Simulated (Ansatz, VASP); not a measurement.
**Two plane-wave programs on Ni**

The input POSCAR:

```
Ni
1.0
    2.3222639159      0.0000000000      0.0000000000
    0.0000000000      2.3222639159      0.0000000000
    0.0000000000      0.0000000000      2.3222639159
Ni
1
Direct
    0.0000000000      0.0000000000      0.0000000000
```

Contents of INCAR.step1:

```
SYSTEM = Ni
PREC = Accurate ; ENCUT = 520
ISMEAR = -1 ; SIGMA = 0.1
LREAL = .FALSE. ; LASPH = .TRUE.
NELM = 80 ; NBANDS = 11
GGA = PE ; ALGO = Normal
EDIFF = 1E-4 ; LWAVE = .TRUE.
LCHARG = .FALSE.
```

Contents of INCAR.step2:

```
SYSTEM = Ni
PREC = Accurate ; ENCUT = 520
EDIFF = 1E-6 ; ISMEAR = -1
SIGMA = 0.1 ; LREAL = .FALSE.
LASPH = .TRUE. ; NELM = 80
ALGO = Normal ; ISIF = 2
LWAVE = .FALSE. ; LCHARG = .FALSE.
METAGGA = R2SCAN ; LMIXTAU = .TRUE.
NBANDS = 11 ; ISTART = 1
```

Contents of KPOINTS:

```
regular mesh
0
G
  15 15 15
  0 0 0
```

Input for Ansatz:

```yaml
crystal:
  lattice:
    - [2.3222639159, 0.0, 0.0]
    - [0.0, 2.3222639159, 0.0]
    - [0.0, 0.0, 2.3222639159]
  atoms:
    - { symbol: Ni, position: [0.0, 0.0, 0.0] }
hamiltonian:
  xc: r2scan
  pseudopotentials:
    kind: paw
    azcp:
      Ni: "pseudopotentials/Ni.paw.azcp"
basis:
  ecutwfc: 500
  fft_grid_basis: typed
kpoints:
  mp_grid: { grid: [15, 15, 15], shift: [0, 0, 0] }
magnetization:
  spin_polarized: false
scf:
  occupations: { method: fermi_dirac, width: 0.1 }
  lower_state_search: "off"
output:
  stress: true
```

Alike in both runs: task single point; functional r2SCAN; k mesh 15 × 15 × 15; occupations fermi-dirac, width 0.1 eV; no spin polarisation.

|  | VASP | Ansatz |
| --- | --- | --- |
| version | VASP 6.6.1 | Ansatz 0.2.0 |
| potentials or method | VASP PAW PBE potentials, release 64 (Ni), cutoff 520 eV | plane waves (500 eV) with PAW, scalar-relativistic |
| valence electrons in the cell | 10 | 18 |

|  | VASP | Ansatz | Ansatz less VASP |
| --- | --- | --- | --- |
| pressure (GPa) | -5.5 | -5.9 | -0.38 |

VASP's potentials were made for PBE, not for r2SCAN. With one functional, cell and mesh, what is left measures potentials, basis and numerics. VASP's potentials hold 10 valence electrons a cell and Ansatz's 18, so a difference there can come from the potentials and not from the codes.
